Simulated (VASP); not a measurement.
# Si (Fmmm) in VASP: single point with LDA

Aim: the single point of Si with LDA.

Everything below comes from runs of VASP 6.6.1. Logs are shortened: lines on timing, memory, paths and dates and some standing lists are left out, and cuts for length are marked.

## Step 1: The cell of the first run

Symmetry: Fmmm, No. 69, orthorhombic system. The conventional cell has a = 2.608 Å, b = 4.518 Å, c = 19.766 Å, α = 90.00°, β = 90.00°, γ = 90.00°. Within 3.4 Å of Si (site symmetry mm2) lie 11 Si at 2.47 to 3.35 Å. Within 3.3 Å of Si (site symmetry mm2) lie 8 Si at 2.47 to 2.61 Å.

## Step 2: Single point, LDA (the part above a cut slid along it)

Contents of INCAR:

```
SYSTEM = Si
PREC = Accurate ; ENCUT = 520
EDIFF = 1E-7 ; ISMEAR = 0
SIGMA = 0.15 ; LREAL = .False.
LASPH = .True. ; NELM = 80
ALGO = Fast ; ISIF = 2
LWAVE = .False. ; LCHARG = .False.
GGA = CA ; NBANDS = 16
ISYM = 0
```

Contents of KPOINTS:

```
Automatic mesh
0
Gamma
  26 26 6
  0 0 0
```

Contents of POSCAR:

```
Si
1.0
   -2.6084914272      0.0000000000      0.0000000000
   -1.3042457136     -2.2590198415      0.0000000000
   -1.9563685704     -1.1295099208      9.8830448238
Si
4
Direct
   -0.4375000000     -0.4375000000      0.8750000000
   -0.0625000000     -0.0625000000      0.1250000000
   -0.1875000000     -0.1875000000      0.3750000000
   -0.3125000000     -0.3125000000      0.6250000000
```

Potentials or basis: VASP PAW LDA potentials, release 64 (Si).

Launch:

```sh
$ cat potpaw_LDA.64/Si/POTCAR > POTCAR
$ mpirun -np 1 vasp_std > vasp.out
```

OUTCAR:

```text
SYSTEM = Si
   PREC = Accurate
   ENCUT = 520
   EDIFF = 1E-7
   ISMEAR = 0
   LREAL = .False.
   LASPH = .True.
   NELM = 80
   ISIF = 2
   GGA = CA
   ISYM = 0

 ion  position               nearest neighbor table
   1  0.562  0.562  0.875-   4 2.47   2 2.79   2 2.79
   2  0.938  0.938  0.125-   3 2.47   1 2.79   1 2.79
   3  0.812  0.812  0.375-   2 2.47   4 2.47
   4  0.688  0.688  0.625-   1 2.47   3 2.47

IMPORTANT INFORMATION: All symmetrisations will be switched off!
NOSYMM: (Re-)initialisation of all symmetry stuff for point group C_1.

----------------------------------------------------------------------------------------

                                     Primitive cell

  volume of cell :      58.2372

  direct lattice vectors                    reciprocal lattice vectors
    -2.608491427  0.000000000  0.000000000    -0.383363345  0.221334931 -0.050591696
    -1.304245714 -2.259019841  0.000000000     0.000000000 -0.442669861 -0.050591696
    -1.956368570 -1.129509921  9.883044824     0.000000000  0.000000000  0.101183392

  length of vectors
     2.608491427  2.608491427 10.137935965     0.445551485  0.445551485  0.101183392

  position of ions in fractional coordinates (direct lattice)
     0.562500000  0.562500000  0.875000000
     0.937500000  0.937500000  0.125000000
     0.812500000  0.812500000  0.375000000
     0.687500000  0.687500000  0.625000000

  ion indices of the primitive-cell ions
   primitive index   ion index
                 1           1
                 2           2
                 3           3
                 4           4

----------------------------------------------------------------------------------------

 KPOINTS: Automatic mesh

Automatic generation of k-mesh.
 Grid dimensions read from file:
 generate k-points for:   26   26    6

 Generating k-lattice:

  Cartesian coordinates                     Fractional coordinates (reciprocal lattice)
    -0.014744744  0.008512882 -0.001945834     0.038461538  0.000000000  0.000000000
     0.000000000 -0.017025764 -0.001945834     0.000000000  0.038461538 -0.000000000
     0.000000000  0.000000000  0.016863899     0.000000000  0.000000000  0.166666667

  Length of vectors
     0.017136596  0.017136596  0.016863899

  Shift w.r.t. Gamma in fractional coordinates (k-lattice)
     0.000000000  0.000000000  0.000000000

 -----------------------------------------------------------------------------
|                                                                             |
|           W    W    AA    RRRRR   N    N  II  N    N   GGGG   !!!           |
|           W    W   A  A   R    R  NN   N  II  NN   N  G    G  !!!           |
|           W    W  A    A  R    R  N N  N  II  N N  N  G       !!!           |
|           W WW W  AAAAAA  RRRRR   N  N N  II  N  N N  G  GGG   !            |
|           WW  WW  A    A  R   R   N   NN  II  N   NN  G    G                |
|           W    W  A    A  R    R  N    N  II  N    N   GGGG   !!!           |
|                                                                             |
|     Your reciprocal lattice and k-lattice belong to different lattice       |
|     classes:                                                                |
|                                                                             |
|        The reciprocal lattice is body-centered orthorhombic,                |
|        whereas your k-lattice is base-centered monoclinic.                  |
|                                                                             |
|     Results are often still useful ...                                      |
|                                                                             |
 -----------------------------------------------------------------------------

 WARNING: IBZKPT: internal override: KBLOWUP is changed to .FALSE.
      ... skipping the blow-up phase ...

 Subroutine IBZKPT returns following result:
 ===========================================

 Found   2032 irreducible k-points:

 Following reciprocal coordinates:
            Coordinates               Weight
  0.000000  0.000000  0.000000      1.000000
  0.038462  0.000000 -0.000000      2.000000
  0.076923  0.000000 -0.000000      2.000000
  0.115385 -0.000000 -0.000000      2.000000
  0.153846  0.000000  0.000000      2.000000
  0.192308  0.000000 -0.000000      2.000000
[... 16 lines left out ...]
  0.307692  0.038462  0.000000      2.000000
  0.346154  0.038462 -0.000000      2.000000
 [... further k-points ...]
   k-points           NKPTS =   2032   k-points in BZ     NKDIM =   2032   number of bands    NBANDS=     16
   number of dos      NEDOS =    301   number of ions     NIONS =      4
   total plane-waves  NPLWV =  32000
   dimension x,y,z NGX =    20 NGY =   20 NGZ =   80
   dimension x,y,z NGXF=    40 NGYF=   40 NGZF=  160
   ions per type =               4
   NGX,Y,Z   is equivalent  to a cutoff of  12.75, 12.75, 13.12 a.u.
   NGXF,Y,Z  is equivalent  to a cutoff of  25.49, 25.49, 26.24 a.u.
 SYSTEM =  Si
   PREC   = accura    normal or accurate (medium, high low for compatibility)
   ISTART =      0    job   : 0-new  1-cont  2-samecut
   ICHARG =      2    charge: 1-file 2-atom 10-const
   ISPIN  =      1    spin polarized calculation?
   LNONCOLLINEAR =      F non collinear calculations
   LSORBIT =      F    spin-orbit coupling
   LASPH  =      T    aspherical Exc in radial PAW
   ENCUT  =  520.0 eV  38.22 Ry    6.18 a.u.   4.85  4.85 18.85*2*pi/ulx,y,z
   NELM   =     80;   NELMIN=  2; NELMDL= -5     # of ELM steps
   EDIFF  = 0.1E-06   stopping-criterion for ELM
   LREAL  =      F    real-space projection
   EDIFFG = 0.1E-05   stopping-criterion for IOM
   NSW    =      0    number of steps for IOM
   IBRION =     -1    ionic relax: 0-MD 1-quasi-New 2-CG
   NFREE  =      0    steps in history (QN), initial steepest desc. (CG)
   ISIF   =      2    stress and relaxation
   ISYM   =      0    0-nonsym 1-usesym 2-fastsym
   POTIM  = 0.5000    time-step for ionic-motion
   TEBEG  =    0.0;   TEEND  =   0.0 temperature during run
   PSTRESS=    0.0 pullay stress
   NELECT =      16.0000    total number of electrons
   NUPDOWN=      -1.0000    fix difference up-down
   EMIN   =  10.00;   EMAX   =-10.00  energy-range for DOS
   EFERMI =   0.00;   METHOD = LEGACY
   ISMEAR =     0;   SIGMA  =   0.15  broadening in eV -4-tet -1-fermi 0-gaus
   EFERMI_NEDOS =   21; number of points for ismear=-14 and -15
   IALGO  =     68    algorithm
   IMIX   =      4    mixing-type and parameters
     AMIX     =   0.40;   BMIX     =  1.00
     AMIX_MAG =   1.60;   BMIX_MAG =  1.00
  volume/ion in A,a.u.               =      14.56        98.25
  Fermi-wavevector in a.u.,A,eV,Ry     =   1.064261  2.011161 15.410654  1.132651
  Thomas-Fermi vector in A             =   2.199773
   LORBIT       =      0    0 simple, 1 ext, 2 COOP (PROOUT), +10 PAW based schemes
   GGA     = CA    functional components
   LHFCALC =     F    Hartree Fock is set to
   AEXX    =    0.0000 exact exchange contribution
   IVDW    =     0    specifies the selected vdW correction
   LEPSILON=     F    determine dielectric tensor
   LRPA    =     F    only Hartree local field effects (RPA)
 non-spin polarized calculation
 RMM-DIIS sequential band-by-band and
 Gauss-broadening in eV      SIGMA  =   0.15
  energy-cutoff  :      520.00
  volume of cell :       58.24
 maximum number of plane-waves:      1600
   NGX =  9   NGY =  9   NGZ = 37

 number of electron      15.9999999 magnetization

 Free energy of the ion-electron system (eV)
  ---------------------------------------------------
  ext. energy  EPLUGINS =         0.00000000
  ---------------------------------------------------
  free energy    TOTEN  =       -22.64385459 eV

  energy without entropy =      -22.62582635  energy(sigma->0) =      -22.63484047

 E-fermi :   9.7556     XC(G=0): -11.1901

 val. band max:        9.7551813415   @ k =  -0.1154   0.1923   0.0000
 cond. band min:       9.7560409134   @ k =   0.1154   0.3462   0.1667
 fundamental gap:      0.0008595720
 Fermi energy:         9.7556277812

 k-point     1 :       0.0000    0.0000    0.0000
  band No.  band energies     occupation
      1      -4.3969      2.00000
      2      -2.9640      2.00000
      3      -2.9450      2.00000
      4       0.4333      2.00000
      5       2.5508      2.00000
      6       8.5135      2.00000
[... 8 lines left out ...]
     15      22.2233      0.00000
     16      22.4356      0.00000

 k-point     2 :       0.0385    0.0000   -0.0000
  band No.  band energies     occupation
      1      -4.3545      2.00000
      2      -2.9678      2.00000
      3      -2.8568      2.00000
      4       0.4696      2.00000
      5       2.5962      2.00000
      6       8.4406      2.00000
[... 8 lines left out ...]
     15      21.9117      0.00000
     16      22.0705      0.00000

 k-point     3 :       0.0769    0.0000   -0.0000
  band No.  band energies     occupation
      1      -4.2272      2.00000
      2      -2.8957      2.00000
      3      -2.6762      2.00000
      4       0.5785      2.00000
      5       2.7321      2.00000
      6       8.4002      2.00000
[... 8 lines left out ...]
     15      20.7618      0.00000
     16      20.9076      0.00000

 k-point     4 :       0.1154   -0.0000   -0.0000
  band No.  band energies     occupation
      1      -4.0152      2.00000
      2      -2.7396      2.00000
      3      -2.4114      2.00000
      4       0.7602      2.00000
      5       2.9577      2.00000
      6       8.4295      2.00000
[... 8 lines left out ...]
     15      19.5218      0.00000
     16      20.1084      0.00000

 k-point     5 :       0.1538    0.0000    0.0000
  band No.  band energies     occupation
      1      -3.7189      2.00000
      2      -2.4997      2.00000
      3      -2.0630      2.00000
      4       1.0148      2.00000
      5       3.2719      2.00000
      6       8.5281      2.00000
[... 8 lines left out ...]
     15      18.8209      0.00000
     16      19.5097      0.00000

 k-point     6 :       0.1923    0.0000   -0.0000
  band No.  band energies     occupation
      1      -3.3386      2.00000
      2      -2.1763      2.00000
      3      -1.6316      2.00000
      4       1.3424      2.00000
      5       3.6727      2.00000
      6       8.6903      2.00000
[... 8 lines left out ...]
     15      18.6816      0.00000
     16      19.0207      0.00000
[... 267 lines left out ...]
 k-point    21 :       0.2308    0.0385   -0.0000
  band No.  band energies     occupation
      1      -3.0763      2.00000
      2      -2.0248      2.00000
      3      -1.2635      2.00000
      4       1.4832      2.00000
      5       4.0319      2.00000
      6       8.6027      2.00000
[... 8 lines left out ...]
     15      17.9411      0.00000
     16      19.3587      0.00000

 k-point    22 :       0.2692    0.0385   -0.0000
  band No.  band energies     occupation
      1      -2.5698      2.00000
      2      -1.5756      2.00000
      3      -0.7080      2.00000
      4       1.9124      2.00000
      5       4.5672      2.00000
      6       8.8319      2.00000
[... 8 lines left out ...]
     15      17.8750      0.00000
     16      18.9032      0.00000

 k-point    23 :       0.3077    0.0385    0.0000
  band No.  band energies     occupation
      1      -1.9812      2.00000
      2      -1.0445      2.00000
      3      -0.0717      2.00000
      4       2.4157      2.00000
      5       5.1767      2.00000
      6       8.9639      2.00000
[... 8 lines left out ...]
     15      17.6208      0.00000
     16      17.9757      0.00000

 k-point    24 :       0.3462    0.0385   -0.0000
  band No.  band energies     occupation
      1      -1.3114      2.00000
      2      -0.4326      2.00000
      3       0.6441      2.00000
      4       2.9924      2.00000
      5       5.8474      2.00000
      6       8.1301      2.00000
[... 8 lines left out ...]
     15      16.9008      0.00000
     16      17.8568      0.00000

 [... further k-points ...]

------------------------ aborting loop because EDIFF is reached ----------------------------------------

  FORCE on cell =-STRESS in cart. coord.  units (eV):
  Direction    XX          YY          ZZ          XY          YZ          ZX
  --------------------------------------------------------------------------------------
  -------------------------------------------------------------------------------------
  Total       -0.2519890     -0.0253420     -0.4610723     -0.1962820     -0.0150188     -0.0260134
  in kB       -6.9325316     -0.6971900    -12.6846760     -5.3999636     -0.4131849     -0.7156625
  external PRESSURE =      -6.7714658 kB  Pullay stress =       0.0000000 kB

 VOLUME and BASIS-vectors are now :
 -----------------------------------------------------------------------------
  energy-cutoff  :      520.00
  volume of cell :       58.24
      direct lattice vectors                 reciprocal lattice vectors
    -2.608491427  0.000000000  0.000000000    -0.383363345  0.221334931 -0.050591696
    -1.304245714 -2.259019841  0.000000000     0.000000000 -0.442669861 -0.050591696
    -1.956368570 -1.129509921  9.883044824     0.000000000  0.000000000  0.101183392

 POSITION                                       TOTAL-FORCE (eV/Angst)
 -----------------------------------------------------------------------------------
     -3.91274     -2.25902      8.64766        -0.000422     -0.000244      0.081917
     -3.91274     -2.25902      1.23538         0.000422      0.000244     -0.081914
     -3.91274     -2.25902      3.70614         0.000186      0.000107      0.038790
     -3.91274     -2.25902      6.17690        -0.000186     -0.000107     -0.038793
 -----------------------------------------------------------------------------------
    total drift:                               -0.000000     -0.000000     -0.000000

  FREE ENERGIE OF THE ION-ELECTRON SYSTEM (eV)
  ---------------------------------------------------
  free  energy   TOTEN  =       -22.6438545943 eV

  energy  without entropy=      -22.6258263505  energy(sigma->0) =      -22.63484047
```

Run time: 31 min. Hardware: 1 thread of Oxide Virtual Turin-like, shared host; peak memory 1.2 GiB.

Results:

| Quantity | Value |
| --- | --- |
| Free energy | -22.6439 eV |
| Pressure | -0.7 GPa |
| Largest force | 0.082 eV/Å |
| Band gap on the k mesh | zero (bands 8 and 9 overlap by 10.35 eV) |

Forces on the atoms (eV/Å):
```
Si   0.000  0.000  0.082
Si   0.000  0.000 -0.082
Si   0.000  0.000  0.039
Si   0.000  0.000 -0.039
```

Levels at points of the mesh, in eV from the Fermi level:
| k point | band 5 | band 6 | band 7 | band 8 | band 9 | band 10 | band 11 | band 12 |
| --- | --- | --- | --- | --- | --- | --- | --- | --- |
| (0.00, 0.00, 0.00) | -7.20 | -1.24 | -1.13 | 7.67 | 7.75 | 10.62 | 10.63 | 10.75 |
| (0.50, 0.00, 0.00) | -5.15 | -4.95 | -3.56 | -2.73 | -0.62 | 1.19 | 3.54 | 3.83 |
| (0.00, 0.50, 0.00) | -5.15 | -4.95 | -3.56 | -2.73 | -0.62 | 1.19 | 3.54 | 3.83 |
| (0.50, 0.50, 0.00) | -4.40 | -4.35 | -4.05 | -4.02 | 0.89 | 1.06 | 3.24 | 3.27 |
| (0.00, 0.00, 0.50) | -4.91 | -4.87 | 2.99 | 3.20 | 10.40 | 10.71 | 11.08 | 11.50 |
| (0.50, 0.00, 0.50) | -5.15 | -4.95 | -3.56 | -2.73 | -0.62 | 1.19 | 3.54 | 3.83 |
| (0.00, 0.50, 0.50) | -5.15 | -4.95 | -3.56 | -2.73 | -0.62 | 1.19 | 3.54 | 3.83 |
| (0.50, 0.50, 0.50) | -5.51 | -5.49 | -2.99 | -1.99 | -1.96 | 1.49 | 4.04 | 4.40 |

Caveat: the cell differs from its parent crystal (the part above a cut slid along it).
